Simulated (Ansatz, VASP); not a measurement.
**RuRhC4N4 in VASP and in Ansatz**

```
CELL_PARAMETERS angstrom
5.80525 0.00000 0.00000
0.00000 5.80525 0.00000
0.00000 0.00000 5.80525
ATOMIC_POSITIONS crystal
Ru 0.50000 0.50000 0.50000
Rh 0.00000 0.00000 0.00000
C 0.19188 0.19188 0.19188
C 0.19188 0.80812 0.80812
C 0.80812 0.19188 0.80812
C 0.80812 0.80812 0.19188
N 0.31117 0.31117 0.31117
N 0.31117 0.68883 0.68883
N 0.68883 0.31117 0.68883
N 0.68883 0.68883 0.31117
```

Alike in both runs: functional PBE; k mesh 8 × 8 × 8; occupations gaussian, width 0.1 eV; no spin polarisation.

Ansatz relaxed the structure, and its values are those at the end. VASP's run is a single point on that final structure, the one shown.

|  | VASP | Ansatz |
| --- | --- | --- |
| version | VASP 6.6.1 | Ansatz 0.2.0 |
| potentials or method | VASP PAW PBE potentials, release 64 (Ru_pv, Rh_pv, C, N), cutoff 520 eV | scalar-relativistic, plane waves, PAW |
| valence electrons in the cell | 65 | 69 |

```csv
,VASP,Ansatz,Ansatz less VASP
gap on the k mesh at the Fermi level (eV),none,none,-
pressure (GPa),0.1,0.0,-0.13
rms of the force components (eV/Å),0.128,0.004,-0.1231
```

A gap of «none» marks a metal or a gap that the smearing closes. One of these differences is far larger than is usual between the two programs; its cause wasn't traced. With one functional, cell and mesh, what is left measures potentials, basis and numerics. VASP's potentials hold 65 valence electrons a cell and Ansatz's 69, so a difference there can come from the potentials and not from the codes.

Noted on VASP's run: the standard files for N, O and F lose accuracy on very short bonds.
